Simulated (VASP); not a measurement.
Sc, 1 atom in the cell. The structure is tetragonal, space group I4/mmm (No. 139). The conventional cell has a = 3.834 Å, b = 3.834 Å, c = 3.435 Å, α = 90.00°, β = 90.00°, γ = 90.00°. Within 4.2 Å of Sc (site symmetry 4/mmm) lie 14 Sc at 3.21 to 3.83 Å. 

```yaml
Program: VASP 6.6.1
Task: single point
Functional: r2SCAN
Potentials_or_basis: VASP PAW PBE potentials, release 64 (Sc_sv)
Cutoff: 520 eV
k_mesh: 26 × 26 × 26
Occupations: gaussian, width 0.1 eV
Spin: no spin polarisation
Dipole_correction: no
Further_INCAR_settings: ALGO = Normal; EDIFF = 1e-06; NBANDS = 12
```

Potentials or basis: VASP PAW PBE potentials, release 64 (Sc_sv).

Launch:

```bash
$ cat potpaw_PBE.64/Sc_sv/POTCAR > POTCAR
$ cp INCAR.step1 INCAR
$ mpirun -np 1 vasp_std > vasp.out
$ cp INCAR.step2 INCAR
$ mpirun -np 1 vasp_std > vasp.out
```

Hardware: 1 thread of Intel(R) Xeon(R) Platinum 8488C (Sapphire Rapids) (shared host).

How long does it take, and how much memory?

Run time: 7.9 min on 1 thread of Intel(R) Xeon(R) Platinum 8488C (Sapphire Rapids), on a shared host, peak memory 0.46 GiB. Counts: k points 1330.
